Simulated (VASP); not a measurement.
# ZnO (P6_3/mmc) in VASP: notebook

ZnO is run at these levels: LDA, PBEsol; tasks: single point.

All numbers are computed with VASP 6.6.1; they aren't measurements. Logs are shortened: lines on timing, memory, paths and dates and some standing lists are left out, and cuts for length are marked.

## (1) The cell of the first run

It takes space group P6_3/mmc (No. 194, hexagonal). Conventional cell: a = 3.331 Å, b = 3.331 Å, c = 7.224 Å, α = 90.00°, β = 90.00°, γ = 120.00°. Zn (site symmetry -6m2) has 3 O at 1.92 Å within 2.6 Å. Within 2.6 Å of O (site symmetry -6m2) lie 3 Zn at 1.92 Å.

## (2) Single point, LDA (17.36 Å³/atom)

INCAR

```
SYSTEM = ZnO
ALGO = Normal
EDIFF = 1E-6
ENCUT = 520
GGA = CA
ISIF = 2
ISMEAR = -1
LASPH = .True.
LCHARG = .False.
LREAL = .False.
LWAVE = .False.
NBANDS = 26
NELM = 60
PREC = Accurate
SIGMA = 0.05
```

KPOINTS

```
k-points
0
Gamma
  9 9 4
  0 0 0
```

POSCAR

```
ZnO
1.0
    3.3312348463      0.0000000000      0.0000000000
   -1.6656174231      2.8849340028      0.0000000000
    0.0000000000      0.0000000000      7.2242737071
Zn O
2 2
Direct
    0.0000000000      0.0000000000      0.2500000000
    0.0000000000      0.0000000000      0.7500000000
    0.6666666667      0.3333333333      0.7500000000
    0.3333333333      0.6666666667      0.2500000000
```

Potentials or basis: VASP PAW LDA potentials, release 64 (Zn, O).

Run with:

```bash
$ cat potpaw_LDA.64/Zn/POTCAR potpaw_LDA.64/O/POTCAR > POTCAR
$ mpirun -np 1 vasp_std > vasp.out
```

OUTCAR:

```text
SYSTEM = ZnO
   EDIFF = 1E-6
   ENCUT = 520
   GGA = CA
   ISIF = 2
   ISMEAR = -1
   LASPH = .True.
   LREAL = .False.
   NELM = 60
   PREC = Accurate

 ion  position               nearest neighbor table
   1  0.000  0.000  0.250-   4 1.92   4 1.92   4 1.92
   2  0.000  0.000  0.750-   3 1.92   3 1.92   3 1.92
   3  0.667  0.333  0.750-   2 1.92   2 1.92   2 1.92
   4  0.333  0.667  0.250-   1 1.92   1 1.92   1 1.92

  LATTYP: Found a hexagonal cell.
 ALAT       =     3.3312348463
 C/A-ratio  =     2.1686473756

  Lattice vectors:

 A1 = (   3.3312348463,   0.0000000000,   0.0000000000)
 A2 = (  -1.6656174231,   2.8849340028,   0.0000000000)
 A3 = (   0.0000000000,   0.0000000000,   7.2242737071)

Analysis of symmetry for initial positions (statically):
=====================================================================
 Subroutine PRICEL returns:
 Original cell was already a primitive cell.

 Routine SETGRP: Setting up the symmetry group for a
 hexagonal supercell.

 Subroutine GETGRP returns: Found 24 space group operations
 (whereof 12 operations were pure point group operations)
 out of a pool of 24 trial point group operations.

The static configuration has the point symmetry D_3d.
 The point group associated with its full space group is D_6h.

Analysis of symmetry for dynamics (positions and initial velocities):
=====================================================================
 Subroutine PRICEL returns:
 Original cell was already a primitive cell.

 Routine SETGRP: Setting up the symmetry group for a
 hexagonal supercell.

 Subroutine GETGRP returns: Found 24 space group operations
 (whereof 12 operations were pure point group operations)
 out of a pool of 24 trial point group operations.

The dynamic configuration has the point symmetry D_3d.
 The point group associated with its full space group is D_6h.

 Subroutine INISYM returns: Found 24 space group operations
 (whereof 12 operations are pure point group operations),
 and found     1 'primitive' translations

----------------------------------------------------------------------------------------

                                     Primitive cell

  volume of cell :      69.4281

  direct lattice vectors                    reciprocal lattice vectors
     3.331234846  0.000000000  0.000000000     0.300188983  0.173314190  0.000000000
    -1.665617423  2.884934003  0.000000000     0.000000000  0.346628380  0.000000000
     0.000000000  0.000000000  7.224273707     0.000000000  0.000000000  0.138422219

  length of vectors
     3.331234846  3.331234846  7.224273707     0.346628380  0.346628380  0.138422219

  position of ions in fractional coordinates (direct lattice)
     0.000000000  0.000000000  0.250000000
     0.000000000  0.000000000  0.750000000
     0.666666667  0.333333333  0.750000000
     0.333333333  0.666666667  0.250000000

  ion indices of the primitive-cell ions
   primitive index   ion index
                 1           1
                 2           2
                 3           3
                 4           4

----------------------------------------------------------------------------------------

 KPOINTS: k-points

Automatic generation of k-mesh.
 Grid dimensions read from file:
 generate k-points for:    9    9    4

 Generating k-lattice:

  Cartesian coordinates                     Fractional coordinates (reciprocal lattice)
     0.033354331  0.019257132  0.000000000     0.111111111  0.000000000  0.000000000
     0.000000000  0.038514264  0.000000000     0.000000000  0.111111111  0.000000000
     0.000000000  0.000000000  0.034605555     0.000000000  0.000000000  0.250000000

  Length of vectors
     0.038514264  0.038514264  0.034605555

  Shift w.r.t. Gamma in fractional coordinates (k-lattice)
     0.000000000  0.000000000  0.000000000

 Subroutine IBZKPT returns following result:
 ===========================================

 Found     36 irreducible k-points:

 Following reciprocal coordinates:
            Coordinates               Weight
  0.000000  0.000000  0.000000      1.000000
  0.111111 -0.000000  0.000000      6.000000
  0.222222  0.000000  0.000000      6.000000
  0.333333 -0.000000  0.000000      6.000000
  0.444444  0.000000  0.000000      6.000000
  0.111111  0.111111  0.000000      6.000000
[... 16 lines left out ...]
  0.333333  0.222222  0.250000     24.000000
  0.333333  0.333333  0.250000      4.000000
 [... further k-points ...]
   k-points           NKPTS =     36   k-points in BZ     NKDIM =     36   number of bands    NBANDS=     26
   number of dos      NEDOS =    301   number of ions     NIONS =      4
   total plane-waves  NPLWV =  42336
   dimension x,y,z NGX =    28 NGY =   28 NGZ =   54
   dimension x,y,z NGXF=    56 NGYF=   56 NGZF=  108
   ions per type =               2   2
   NGX,Y,Z   is equivalent  to a cutoff of  13.97, 13.97, 12.43 a.u.
   NGXF,Y,Z  is equivalent  to a cutoff of  27.95, 27.95, 24.85 a.u.
 SYSTEM =  ZnO
   PREC   = accura    normal or accurate (medium, high low for compatibility)
   ISTART =      0    job   : 0-new  1-cont  2-samecut
   ICHARG =      2    charge: 1-file 2-atom 10-const
   ISPIN  =      1    spin polarized calculation?
   LNONCOLLINEAR =      F non collinear calculations
   LSORBIT =      F    spin-orbit coupling
   LASPH  =      T    aspherical Exc in radial PAW
   ENCUT  =  520.0 eV  38.22 Ry    6.18 a.u.   6.19  6.19 13.43*2*pi/ulx,y,z
   NELM   =     60;   NELMIN=  2; NELMDL= -5     # of ELM steps
   EDIFF  = 0.1E-05   stopping-criterion for ELM
   LREAL  =      F    real-space projection
   EDIFFG = 0.1E-04   stopping-criterion for IOM
   NSW    =      0    number of steps for IOM
   IBRION =     -1    ionic relax: 0-MD 1-quasi-New 2-CG
   NFREE  =      0    steps in history (QN), initial steepest desc. (CG)
   ISIF   =      2    stress and relaxation
   ISYM   =      2    0-nonsym 1-usesym 2-fastsym
   POTIM  = 0.5000    time-step for ionic-motion
   TEBEG  =    0.0;   TEEND  =   0.0 temperature during run
   PSTRESS=    0.0 pullay stress
   NELECT =      36.0000    total number of electrons
   NUPDOWN=      -1.0000    fix difference up-down
   EMIN   =  10.00;   EMAX   =-10.00  energy-range for DOS
   EFERMI =   0.00;   METHOD = LEGACY
   ISMEAR =    -1;   SIGMA  =   0.05  broadening in eV -4-tet -1-fermi 0-gaus
   EFERMI_NEDOS =   21; number of points for ismear=-14 and -15
   IALGO  =     38    algorithm
   IMIX   =      4    mixing-type and parameters
     AMIX     =   0.40;   BMIX     =  1.00
     AMIX_MAG =   1.60;   BMIX_MAG =  1.00
  volume/ion in A,a.u.               =      17.36       117.13
  Fermi-wavevector in a.u.,A,eV,Ry     =   1.315216  2.485399 23.535279  1.729794
  Thomas-Fermi vector in A             =   2.445415
   LORBIT       =      0    0 simple, 1 ext, 2 COOP (PROOUT), +10 PAW based schemes
   GGA     = CA    functional components
   LHFCALC =     F    Hartree Fock is set to
   AEXX    =    0.0000 exact exchange contribution
   IVDW    =     0    specifies the selected vdW correction
   LEPSILON=     F    determine dielectric tensor
   LRPA    =     F    only Hartree local field effects (RPA)
 non-spin polarized calculation
  energy-cutoff  :      520.00
  volume of cell :       69.43
 maximum number of plane-waves:      1890
 NGX is ok and might be reduce to    28
   NGX = 13   NGY = 13   NGZ = 27

 number of electron      36.0000027 magnetization

 Free energy of the ion-electron system (eV)
  ---------------------------------------------------
  ext. energy  EPLUGINS =         0.00000000
  ---------------------------------------------------
  free energy    TOTEN  =       -19.61491341 eV

  energy without entropy =      -19.61490186  energy(sigma->0) =      -19.61490764

 E-fermi :  -1.0008     XC(G=0):  -9.3358

 val. band max:       -1.4459222025   @ k =   0.0000   0.0000   0.0000
 cond. band min:      -0.6937970366   @ k =   0.0000   0.0000   0.0000
 fundamental gap:      0.7521251659
 Fermi energy:        -1.0007742986

 k-point     1 :       0.0000    0.0000    0.0000
  band No.  band energies     occupation
      1     -18.2958      2.00000
      2     -18.2180      2.00000
      3      -7.4084      2.00000
      4      -7.4084      2.00000
      5      -7.3952      2.00000
      6      -7.3952      2.00000
[... 18 lines left out ...]
     25      11.0137      0.00000
     26      11.7667      0.00000

 k-point     2 :       0.1111   -0.0000    0.0000
  band No.  band energies     occupation
      1     -18.2411      2.00000
      2     -18.1677      2.00000
      3      -7.4271      2.00000
      4      -7.4161      2.00000
      5      -7.3325      2.00000
      6      -7.3192      2.00000
[... 18 lines left out ...]
     25      10.8633      0.00000
     26      11.2301      0.00000

 k-point     3 :       0.2222    0.0000    0.0000
  band No.  band energies     occupation
      1     -18.0989      2.00000
      2     -18.0381      2.00000
      3      -7.4359      2.00000
      4      -7.4301      2.00000
      5      -7.1216      2.00000
      6      -7.1086      2.00000
[... 18 lines left out ...]
     25      10.3898      0.00000
     26      11.7320      0.00000

 k-point     4 :       0.3333   -0.0000    0.0000
  band No.  band energies     occupation
      1     -17.9302      2.00000
      2     -17.8885      2.00000
      3      -7.3532      2.00000
      4      -7.3504      2.00000
      5      -6.8363      2.00000
      6      -6.8255      2.00000
[... 18 lines left out ...]
     25      10.3383      0.00000
     26      11.3887      0.00000
[... 496 lines left out ...]
      1     -17.8513      2.00000
      2     -17.8285      2.00000
      3      -7.2618      2.00000
      4      -7.2589      2.00000
      5      -6.6329      2.00000
      6      -6.6317      2.00000
[... 18 lines left out ...]
     25       9.2630      0.00000
     26      10.4930      0.00000

 k-point    23 :       0.3333    0.2222    0.2500
  band No.  band energies     occupation
      1     -17.7641      2.00000
      2     -17.7538      2.00000
      3      -7.0901      2.00000
      4      -7.0856      2.00000
      5      -6.6366      2.00000
      6      -6.5753      2.00000
[... 18 lines left out ...]
     25       8.6669      0.00000
     26       9.4024      0.00000

 k-point    24 :       0.3333    0.3333    0.2500
  band No.  band energies     occupation
      1     -17.7317      2.00000
      2     -17.7317      2.00000
      3      -7.0069      2.00000
      4      -6.9972      2.00000
      5      -6.6066      2.00000
      6      -6.6066      2.00000
[... 18 lines left out ...]
     25       8.1603      0.00000
     26       8.5401      0.00000

 [... further k-points ...]
[... 5 lines left out ...]
  --------------------------------------------------------------------------------------
  -------------------------------------------------------------------------------------
  Total       -6.2355340     -6.2355340     -0.7621152     -0.0000000     -0.0000000     -0.0000000
  in kB     -143.8960610   -143.8960610    -17.5871658     -0.0000000     -0.0000000     -0.0000000
  external PRESSURE =    -101.7930959 kB  Pullay stress =       0.0000000 kB

 VOLUME and BASIS-vectors are now :
 -----------------------------------------------------------------------------
  energy-cutoff  :      520.00
  volume of cell :       69.43
      direct lattice vectors                 reciprocal lattice vectors
     3.331234846  0.000000000  0.000000000     0.300188983  0.173314190  0.000000000
    -1.665617423  2.884934003  0.000000000     0.000000000  0.346628380  0.000000000
     0.000000000  0.000000000  7.224273707     0.000000000  0.000000000  0.138422219

 POSITION                                       TOTAL-FORCE (eV/Angst)
 -----------------------------------------------------------------------------------
      0.00000      0.00000      1.80607        -0.000000      0.000000      0.000000
      0.00000      0.00000      5.41821        -0.000000      0.000000     -0.000000
      1.66562      0.96164      5.41821         0.000000     -0.000000      0.000000
     -0.00000      1.92329      1.80607        -0.000000      0.000000     -0.000000
 -----------------------------------------------------------------------------------
    total drift:                                0.000000     -0.000000      0.000000

  FREE ENERGIE OF THE ION-ELECTRON SYSTEM (eV)
  ---------------------------------------------------
  free  energy   TOTEN  =       -19.6149134094 eV

  energy  without entropy=      -19.6149018628  energy(sigma->0) =      -19.61490764
```

Wall time 1.8 min (1 thread of Intel Xeon 8259CL, shared host); peak memory 0.2 GiB.

Results:

```yaml
Free_energy: -19.6149 eV
Pressure: -10.2 GPa
Band_gap_on_the_k_mesh: 0.75 eV
```

Levels at points of the mesh, in eV from the valence-band top:
```tsv
k point	band 15	band 16	band 17	band 18	band 19	band 20	band 21	band 22
(0.00, 0.00, 0.00)	-0.01	-0.01	0.00	0.00	0.75	3.16	5.09	10.63
(0.00, 0.00, 0.50)	0.00	0.00	0.00	0.00	1.84	1.84	7.06	7.06
```

Caveat: the cell stands under tension; an odd mesh through Γ misses points on the zone boundary, where band edges can lie.

(Continued in part 2 of 2.)
